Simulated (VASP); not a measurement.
# CdW2 (I4/mmm) in VASP: a series of runs

Runs on CdW2. Level: PBE. Tasks: single point, relaxation of cell and atoms.

All numbers are computed with VASP 6.6.1; they aren't measurements. Logs are shortened: lines on timing, memory, paths and dates and some standing lists are left out, and cuts for length are marked.

## Step 1: The cell of the first run

The structure is tetragonal, space group I4/mmm (No. 139). The conventional cell has a = 3.339 Å, b = 3.339 Å, c = 9.560 Å, α = 90.00°, β = 90.00°, γ = 90.00°. Within 3.9 Å of Cd (site symmetry 4/mmm) lie 10 W at 2.96 to 2.99 Å and 4 Cd at 3.34 Å. W (site symmetry 4mm) has 9 W at 2.65 to 3.59 Å and 5 Cd at 2.96 to 2.99 Å within 3.6 Å.

## Step 2: Single point, PBE

Input file INCAR:

```
SYSTEM = CdW2
PREC = Accurate ; ENCUT = 520
EDIFF = 1E-7 ; ISMEAR = 0
SIGMA = 0.1 ; LREAL = .False.
LASPH = .True. ; NELM = 60
ALGO = Normal ; ISIF = 2
LWAVE = .False. ; LCHARG = .False.
GGA = PE ; NBANDS = 27
```

Input file KPOINTS:

```
regular mesh
0
Gamma
  6 6 6
  0 0 0
```

Input file POSCAR:

```
CdW2
1.0
   -1.6694024855      1.6694024855      4.7801032876
    1.6694024855     -1.6694024855      4.7801032876
    1.6694024855      1.6694024855     -4.7801032876
Cd W
1 2
Direct
    0.0000000000      0.0000000000      0.0000000000
    0.6874979270      0.6874979270      0.0000000000
    0.3125020730      0.3125020730      0.0000000000
```

Potentials or basis: VASP PAW PBE potentials, release 64 (Cd, W_sv).

The run is started by

```bash
cat potpaw_PBE.64/Cd/POTCAR potpaw_PBE.64/W_sv/POTCAR > POTCAR
mpirun -np 1 vasp_std > vasp.out
```

OUTCAR:

```text
SYSTEM = CdW2
   PREC = Accurate
   ENCUT = 520
   EDIFF = 1E-7
   ISMEAR = 0
   LREAL = .False.
   LASPH = .True.
   NELM = 60
   ISIF = 2
   GGA = PE

 ion  position               nearest neighbor table
   1  0.000  0.000  0.000-   3 2.96   2 2.96   2 2.96   2 2.96   2 2.96   3 2.96   3 2.96   3 2.96
                             2 2.99   3 2.99
   2  0.687  0.687  0.000-   3 2.65   3 2.65   3 2.65   3 2.65   1 2.96   1 2.96   1 2.96   1 2.96
                             1 2.99
   3  0.313  0.313  0.000-   2 2.65   2 2.65   2 2.65   2 2.65   1 2.96   1 2.96   1 2.96   1 2.96
                             1 2.99

  LATTYP: Found a body centered tetragonal cell.
 ALAT       =     3.3388049710
 C/A-ratio  =     2.8633617891

  Lattice vectors:

 A1 = (  -1.6694024855,   1.6694024855,   4.7801032876)
 A2 = (   1.6694024855,  -1.6694024855,   4.7801032876)
 A3 = (   1.6694024855,   1.6694024855,  -4.7801032876)

Analysis of symmetry for initial positions (statically):
=====================================================================
 Subroutine PRICEL returns:
 Original cell was already a primitive cell.

 Routine SETGRP: Setting up the symmetry group for a
 body centered tetragonal supercell.

 Subroutine GETGRP returns: Found 16 space group operations
 (whereof 16 operations were pure point group operations)
 out of a pool of 16 trial point group operations.

The static configuration has the point symmetry D_4h.

Analysis of symmetry for dynamics (positions and initial velocities):
=====================================================================
 Subroutine PRICEL returns:
 Original cell was already a primitive cell.

 Routine SETGRP: Setting up the symmetry group for a
 body centered tetragonal supercell.

 Subroutine GETGRP returns: Found 16 space group operations
 (whereof 16 operations were pure point group operations)
 out of a pool of 16 trial point group operations.

The dynamic configuration has the point symmetry D_4h.

 Subroutine INISYM returns: Found 16 space group operations
 (whereof 16 operations are pure point group operations),
 and found     1 'primitive' translations

----------------------------------------------------------------------------------------

                                     Primitive cell

  volume of cell :      53.2868

  direct lattice vectors                    reciprocal lattice vectors
    -1.669402486  1.669402486  4.780103288     0.000000000  0.299508360  0.104600250
     1.669402486 -1.669402486  4.780103288     0.299508360  0.000000000  0.104600250
     1.669402486  1.669402486 -4.780103288     0.299508360  0.299508360  0.000000000

  length of vectors
     5.331340991  5.331340991  5.331340991     0.317248278  0.317248278  0.423568784

  position of ions in fractional coordinates (direct lattice)
     0.000000000  0.000000000  0.000000000
     0.687497927  0.687497927  0.000000000
     0.312502073  0.312502073  0.000000000

  ion indices of the primitive-cell ions
   primitive index   ion index
                 1           1
                 2           2
                 3           3

----------------------------------------------------------------------------------------

 KPOINTS: regular mesh

Automatic generation of k-mesh.
 Grid dimensions read from file:
 generate k-points for:    6    6    6

 Generating k-lattice:

  Cartesian coordinates                     Fractional coordinates (reciprocal lattice)
     0.000000000  0.049918060  0.017433375     0.166666667  0.000000000  0.000000000
     0.049918060  0.000000000  0.017433375     0.000000000  0.166666667  0.000000000
     0.049918060  0.049918060  0.000000000     0.000000000  0.000000000  0.166666667

  Length of vectors
     0.052874713  0.052874713  0.070594797

  Shift w.r.t. Gamma in fractional coordinates (k-lattice)
     0.000000000  0.000000000  0.000000000

 Subroutine IBZKPT returns following result:
 ===========================================

 Found     30 irreducible k-points:

 Following reciprocal coordinates:
            Coordinates               Weight
  0.000000  0.000000  0.000000      1.000000
  0.166667  0.000000  0.000000      8.000000
  0.333333  0.000000 -0.000000      8.000000
  0.500000  0.000000  0.000000      4.000000
  0.166667  0.166667  0.000000      8.000000
  0.333333  0.166667 -0.000000     16.000000
[... 16 lines left out ...]
 -0.333333 -0.333333  0.166667      8.000000
 -0.166667 -0.333333  0.166667      8.000000
 [... further k-points ...]
   k-points           NKPTS =     30   k-points in BZ     NKDIM =     30   number of bands    NBANDS=     27
   number of dos      NEDOS =    301   number of ions     NIONS =      3
   total plane-waves  NPLWV =  64000
   dimension x,y,z NGX =    40 NGY =   40 NGZ =   40
   dimension x,y,z NGXF=    80 NGYF=   80 NGZF=   80
   ions per type =               1   2
   NGX,Y,Z   is equivalent  to a cutoff of  12.47, 12.47, 12.47 a.u.
   NGXF,Y,Z  is equivalent  to a cutoff of  24.95, 24.95, 24.95 a.u.
 SYSTEM =  CdW2
   PREC   = accura    normal or accurate (medium, high low for compatibility)
   ISTART =      0    job   : 0-new  1-cont  2-samecut
   ICHARG =      2    charge: 1-file 2-atom 10-const
   ISPIN  =      1    spin polarized calculation?
   LNONCOLLINEAR =      F non collinear calculations
   LSORBIT =      F    spin-orbit coupling
   LASPH  =      T    aspherical Exc in radial PAW
   ENCUT  =  520.0 eV  38.22 Ry    6.18 a.u.   9.91  9.91  9.91*2*pi/ulx,y,z
   NELM   =     60;   NELMIN=  2; NELMDL= -5     # of ELM steps
   EDIFF  = 0.1E-06   stopping-criterion for ELM
   LREAL  =      F    real-space projection
   EDIFFG = 0.1E-05   stopping-criterion for IOM
   NSW    =      0    number of steps for IOM
   IBRION =     -1    ionic relax: 0-MD 1-quasi-New 2-CG
   NFREE  =      0    steps in history (QN), initial steepest desc. (CG)
   ISIF   =      2    stress and relaxation
   ISYM   =      2    0-nonsym 1-usesym 2-fastsym
   POTIM  = 0.5000    time-step for ionic-motion
   TEBEG  =    0.0;   TEEND  =   0.0 temperature during run
   PSTRESS=    0.0 pullay stress
   NELECT =      40.0000    total number of electrons
   NUPDOWN=      -1.0000    fix difference up-down
   EMIN   =  10.00;   EMAX   =-10.00  energy-range for DOS
   EFERMI =   0.00;   METHOD = LEGACY
   ISMEAR =     0;   SIGMA  =   0.10  broadening in eV -4-tet -1-fermi 0-gaus
   EFERMI_NEDOS =   21; number of points for ismear=-14 and -15
   IALGO  =     38    algorithm
   IMIX   =      4    mixing-type and parameters
     AMIX     =   0.40;   BMIX     =  1.00
     AMIX_MAG =   1.60;   BMIX_MAG =  1.00
  volume/ion in A,a.u.               =      17.76       119.87
  Fermi-wavevector in a.u.,A,eV,Ry     =   1.487836  2.811602 30.118614  2.213656
  Thomas-Fermi vector in A             =   2.600946
   LORBIT       =      0    0 simple, 1 ext, 2 COOP (PROOUT), +10 PAW based schemes
   GGA     = PE    functional components
   LHFCALC =     F    Hartree Fock is set to
   AEXX    =    0.0000 exact exchange contribution
   IVDW    =     0    specifies the selected vdW correction
   LEPSILON=     F    determine dielectric tensor
   LRPA    =     F    only Hartree local field effects (RPA)
 non-spin polarized calculation
 Gauss-broadening in eV      SIGMA  =   0.10
  energy-cutoff  :      520.00
  volume of cell :       53.29
 maximum number of plane-waves:      1456
   NGX = 19   NGY = 19   NGZ = 19

 number of electron      39.9999999 magnetization

 Free energy of the ion-electron system (eV)
  ---------------------------------------------------
  ext. energy  EPLUGINS =         0.00000000
  ---------------------------------------------------
  free energy    TOTEN  =       -24.97879466 eV

  energy without entropy =      -24.97316301  energy(sigma->0) =      -24.97597883

 E-fermi :   7.6463     XC(G=0): -12.6587

 val. band max:        7.6443204793   @ k =  -0.3333   0.5000   0.1667
 cond. band min:       7.7515863710   @ k =   0.5000   0.5000   0.1667
 fundamental gap:      0.1072658917
 Fermi energy:         7.6463237874

 k-point     1 :       0.0000    0.0000    0.0000
  band No.  band energies     occupation
      1     -66.2849      2.00000
      2     -66.1065      2.00000
      3     -30.7271      2.00000
      4     -30.7271      2.00000
      5     -30.6070      2.00000
      6     -30.3155      2.00000
[... 19 lines left out ...]
     26      12.6761      0.00000
     27      18.0850      0.00000

 k-point     2 :       0.1667    0.0000    0.0000
  band No.  band energies     occupation
      1     -66.2720      2.00000
      2     -66.1175      2.00000
      3     -30.7821      2.00000
      4     -30.6750      2.00000
      5     -30.6423      2.00000
      6     -30.2550      2.00000
[... 19 lines left out ...]
     26      12.9521      0.00000
     27      14.9559      0.00000

 k-point     3 :       0.3333    0.0000   -0.0000
  band No.  band energies     occupation
      1     -66.2375      2.00000
      2     -66.1483      2.00000
      3     -30.8470      2.00000
      4     -30.7364      2.00000
      5     -30.5330      2.00000
      6     -30.1570      2.00000
[... 19 lines left out ...]
     26      11.8470      0.00000
     27      14.4281      0.00000

 k-point     4 :       0.5000    0.0000    0.0000
  band No.  band energies     occupation
      1     -66.1923      2.00000
      2     -66.1917      2.00000
      3     -30.8341      2.00000
      4     -30.8245      2.00000
      5     -30.3411      2.00000
      6     -30.3387      2.00000
[... 19 lines left out ...]
     26      11.3851      0.00000
     27      14.2599      0.00000

 k-point     5 :       0.1667    0.1667    0.0000
  band No.  band energies     occupation
      1     -66.2607      2.00000
      2     -66.1270      2.00000
      3     -30.7897      2.00000
      4     -30.6886      2.00000
      5     -30.6727      2.00000
      6     -30.1935      2.00000
[... 19 lines left out ...]
     26      14.2535      0.00000
     27      14.8164      0.00000

 k-point     6 :       0.3333    0.1667   -0.0000
  band No.  band energies     occupation
      1     -66.2304      2.00000
      2     -66.1534      2.00000
      3     -30.8588      2.00000
      4     -30.7669      2.00000
      5     -30.5740      2.00000
      6     -30.2386      2.00000
[... 444 lines left out ...]
      1     -66.2301      2.00000
      2     -66.1537      2.00000
      3     -30.8615      2.00000
      4     -30.7603      2.00000
      5     -30.5793      2.00000
      6     -30.2332      2.00000
[... 19 lines left out ...]
     26      11.9314      0.00000
     27      15.8232      0.00000

 k-point    22 :      -0.1667    0.5000    0.1667
  band No.  band energies     occupation
      1     -66.2372      2.00000
      2     -66.1487      2.00000
      3     -30.8529      2.00000
      4     -30.7271      2.00000
      5     -30.5340      2.00000
      6     -30.1666      2.00000
[... 19 lines left out ...]
     26      11.1690      0.00000
     27      16.1300      0.00000

 k-point    23 :      -0.3333   -0.3333    0.1667
  band No.  band energies     occupation
      1     -66.2603      2.00000
      2     -66.1273      2.00000
      3     -30.7905      2.00000
      4     -30.6934      2.00000
      5     -30.6631      2.00000
      6     -30.2034      2.00000
[... 19 lines left out ...]
     26      13.2906      0.00000
     27      14.5891      0.00000

 k-point    24 :      -0.1667   -0.3333    0.1667
  band No.  band energies     occupation
      1     -66.2717      2.00000
      2     -66.1178      2.00000
      3     -30.7852      2.00000
      4     -30.6757      2.00000
      5     -30.6319      2.00000
      6     -30.2656      2.00000
[... 19 lines left out ...]
     26      13.2369      0.00000
     27      14.9035      0.00000

 [... further k-points ...]

------------------------ aborting loop because EDIFF is reached ----------------------------------------

  FORCE on cell =-STRESS in cart. coord.  units (eV):
  Direction    XX          YY          ZZ          XY          YZ          ZX
  --------------------------------------------------------------------------------------
  -------------------------------------------------------------------------------------
  Total        0.2255006      0.2255006      0.2859863      0.0000000     -0.0000000      0.0000000
  in kB        6.7801448      6.7801448      8.5987720      0.0000000     -0.0000000      0.0000000
  external PRESSURE =       7.3863539 kB  Pullay stress =       0.0000000 kB

 VOLUME and BASIS-vectors are now :
 -----------------------------------------------------------------------------
  energy-cutoff  :      520.00
  volume of cell :       53.29
      direct lattice vectors                 reciprocal lattice vectors
    -1.669402486  1.669402486  4.780103288     0.000000000  0.299508360  0.104600250
     1.669402486 -1.669402486  4.780103288     0.299508360  0.000000000  0.104600250
     1.669402486  1.669402486 -4.780103288     0.299508360  0.299508360  0.000000000

 POSITION                                       TOTAL-FORCE (eV/Angst)
 -----------------------------------------------------------------------------------
      0.00000      0.00000      0.00000        -0.000000     -0.000000      0.000000
      0.00000      0.00000      6.57262         0.000000      0.000000     -0.016046
      0.00000      0.00000      2.98758        -0.000000     -0.000000      0.016046
 -----------------------------------------------------------------------------------
    total drift:                               -0.000000     -0.000000      0.000000

  FREE ENERGIE OF THE ION-ELECTRON SYSTEM (eV)
  ---------------------------------------------------
  free  energy   TOTEN  =       -24.9787946558 eV

  energy  without entropy=      -24.9731630134  energy(sigma->0) =      -24.97597883
```

Run time: 64 s. Hardware: 1 thread of Oxide Virtual Turin-like, shared host; peak memory 0.21 GiB.

What came out:

* Free energy: -24.9788 eV
* Pressure: 0.7 GPa
* Largest force: 0.016 eV/Å
* Band gap on the k mesh: zero (bands 20 and 21 overlap by 0.47 eV)

Forces on the atoms (eV/Å):
```
Cd   0.000  0.000  0.000
W    0.000  0.000 -0.016
W    0.000  0.000  0.016
```

Levels at points of the mesh, in eV from the Fermi level:
| k point | band 18 | band 19 | band 20 | band 21 | band 22 | band 23 |
| --- | --- | --- | --- | --- | --- | --- |
| (0.00, 0.00, 0.00) | -1.20 | 0.16 | 0.16 | 0.18 | 0.18 | 1.37 |
| (0.50, 0.00, 0.00) | -2.15 | -1.80 | -0.49 | 1.74 | 1.95 | 2.39 |
| (0.50, 0.50, 0.00) | -1.47 | -0.38 | 0.35 | 0.47 | 1.70 | 2.71 |
| (0.50, 0.50, 0.50) | -1.27 | -0.28 | -0.28 | 1.34 | 1.59 | 1.59 |

Caveat: spin-orbit coupling is left out, which moves the levels of the heavy elements.

## Step 3: Single point, PBE

This run uses another cell than the first one, of 17.97 Å³/atom.

Input file INCAR:

```
  ALGO = Fast
  EDIFF = 1E-7
  ENCUT = 520
  GGA = PE
  ISIF = 2
  ISMEAR = 0
  LASPH = True
  LCHARG = False
  LREAL = False
  LWAVE = False
  NBANDS = 27
  NELM = 100
  PREC = Accurate
  SIGMA = 0.1
```

Input file KPOINTS:

```
k-points
0
Gamma
  8 8 8
```

Input file POSCAR:

```
CdW2
1.0
   -1.7644700365      1.7644700365      4.3284655584
    1.7644700365     -1.7644700365      4.3284655584
    1.7644700365      1.7644700365     -4.3284655584
Cd W
1 2
Direct
    0.0000000000      0.0000000000      0.0000000000
    0.6650000000      0.6650000000      0.0000000000
    0.3350000000      0.3350000000      0.0000000000
```

Potentials or basis: VASP PAW PBE potentials, release 64 (Cd, W_sv).

The run is started by

```bash
cat potpaw_PBE.64/Cd/POTCAR potpaw_PBE.64/W_sv/POTCAR > POTCAR
mpirun -np 1 vasp_std > vasp.out
```

Wall time 3.1 min (1 thread of Oxide Virtual Turin-like, shared host); peak memory 0.25 GiB.

Results (log left out):

```yaml
Free_energy: -24.4536 eV
Pressure: -7.6 GPa
Largest_force: 1.743 eV/Å
Band_gap_on_the_k_mesh: zero (bands 20 and 21 overlap by 0.11 eV)
```

Forces on the atoms (eV/Å):
```
Cd   0.000  0.000  0.000
W    0.000  0.000  1.743
W    0.000  0.000 -1.743
```

Stress tensor (GPa, compression positive):
```
-8.75  0.00  0.00
 0.00 -8.75  0.00
 0.00  0.00 -5.44
```

Levels at points of the mesh, in eV from the Fermi level:
| k point | band 16 | band 17 | band 18 | band 19 | band 20 | band 21 | band 22 | band 23 | band 24 | band 25 |
| --- | --- | --- | --- | --- | --- | --- | --- | --- | --- | --- |
| (0.00, 0.00, 0.00) | -3.23 | -1.23 | -0.63 | -0.63 | -0.50 | 0.16 | 0.16 | 0.33 | 2.69 | 3.57 |
| (0.50, 0.00, 0.00) | -3.06 | -2.37 | -1.88 | -1.30 | 0.16 | 1.16 | 1.18 | 2.24 | 2.35 | 2.41 |
| (0.50, 0.50, 0.00) | -3.19 | -2.84 | -1.60 | -1.15 | -0.46 | 1.87 | 1.91 | 2.04 | 2.12 | 2.75 |
| (0.50, 0.50, 0.50) | -3.12 | -1.91 | -1.17 | -1.17 | -0.66 | 0.66 | 2.41 | 2.41 | 2.74 | 3.34 |

Caveat: the cell stands under tension; spin-orbit coupling is left out, which moves the levels of the heavy elements; forces of over 1 eV/Å act on the atoms, so gaps and moduli don't describe the material at rest.

## Step 4: Relaxation of cell and atoms, PBE

This run uses another cell than the first one, of 17.97 Å³/atom.

Input file INCAR:

```
PREC = Accurate
ENCUT = 600
EDIFF = 1E-6
ISMEAR = 0
SIGMA = 0.1
LREAL = F
LASPH = T
NELM = 80
ALGO = Fast
ISIF = 3
LWAVE = F
LCHARG = F
GGA = PE
IBRION = 2
NSW = 90
EDIFFG = -0.04
```

Input file KPOINTS:

```
Automatic mesh
0
Gamma
  6 6 6
```

POSCAR is that of step 3.

The run is started by

```bash
cat potpaw_PBE.64/Cd/POTCAR potpaw_PBE.64/W_sv/POTCAR > POTCAR
mpirun -np 1 vasp_std > vasp.out
```

It took 11 min on 1 thread of Oxide Virtual Turin-like, shared host; peak memory 0.25 GiB.

Results (log left out):

```yaml
Free_energy: -24.9792 eV
Relaxed_volume: 17.84 Å³/atom
Relaxed_cell: a = 5.347 Å, b = 5.347 Å, c = 5.347 Å, α = 143.60°, β = 143.60°, γ = 52.43°
Space_group_after_relaxing_to_0.1_Å: I4/mmm (No. 139)
Energy_gained_by_relaxing: 172.1 meV/atom
Ionic_steps: 12
Pressure_after_relaxing: 0.0 GPa
Largest_force_after_relaxing: 0.016 eV/Å
Band_gap_on_the_k_mesh: zero (bands 20 and 21 overlap by 0.48 eV)
```

Forces on the atoms (eV/Å):
```
Cd   0.000  0.000  0.000
W    0.000  0.000  0.016
W    0.000  0.000 -0.016
```

Step by step:
```tsv
step	energy change (eV)	largest force (eV/Å)	pressure (GPa)	volume (Å³)
1	0.0000	1.7106	-7.74	53.90
2	0.0279	0.0721	23.90	47.41
3	-0.1667	1.2449	5.40	50.54
4	-0.3793	0.1476	6.09	50.97
5	-0.3923	0.9080	8.32	51.17
6	-0.4609	0.0886	-6.27	55.85
7	-0.4872	0.3581	-1.71	54.09
8	-0.5126	0.2005	0.23	53.51
9	-0.5150	0.1107	1.17	53.24
10	-0.5151	0.1215	1.08	53.27
11	-0.5151	0.1511	-1.04	53.77
12	-0.5164	0.0162	0.04	53.52
```

Final structure:
```
CELL_PARAMETERS angstrom
-1.67010 1.67010 4.79714
1.67010 -1.67010 4.79714
1.67010 1.67010 -4.79714
ATOMIC_POSITIONS crystal
Cd 0.00000 0.00000 0.00000
W 0.68766 0.68766 0.00000
W 0.31234 0.31234 0.00000
```

Levels at points of the mesh, in eV from the Fermi level:
```tsv
k point	band 17	band 18	band 19	band 20	band 21	band 22	band 23	band 24
(0.00, 0.00, 0.00)	-2.31	-1.19	0.16	0.16	0.20	0.20	1.36	4.36
(0.50, 0.00, 0.00)	-3.02	-2.14	-1.79	-0.49	1.72	1.95	2.38	3.21
(0.50, 0.50, 0.00)	-2.20	-1.47	-0.37	0.33	0.48	1.69	2.72	2.74
(0.50, 0.50, 0.50)	-1.91	-1.27	-0.28	-0.28	1.34	1.58	1.58	1.64
```

Caveat: spin-orbit coupling is left out, which moves the levels of the heavy elements.

## Step 5: Overview

```csv
task,cell,k mesh,cutoff (eV),gap on the mesh (eV),pressure (GPa),largest force (eV/Å)
single point,"a = 5.331 Å, angles 143.5, 143.5, 52.6°, 3 atoms, atomic positions A",6 × 6 × 6,520,none,0.7,0.02
single point,"a = 4.996 Å, angles 138.6, 138.6, 59.9°, 3 atoms, atomic positions B",8 × 8 × 8,520,none,-7.6,1.74
relaxation of cell and atoms,"relaxed from a = 4.996 Å, angles 138.6, 138.6, 59.9°, 3 atoms, atomic positions B",6 × 6 × 6,600,none,0.0,0.02
```

Alike in all rows: level PBE; potentials or basis VASP PAW PBE potentials, release 64 (Cd, W_sv); no spin polarisation; smearing gaussian 0.1 eV.

Caveats: spin-orbit coupling is left out, which moves the levels of the heavy elements; the cell stands under tension (at least some runs); forces of over 1 eV/Å act on the atoms, so gaps and moduli don't describe the material at rest (at least some runs).

Total energies depend on the potentials used, so only differences within one code and one set of settings carry meaning.

The gap in the log of VASP goes by the Fermi energy; the results here count the filled bands.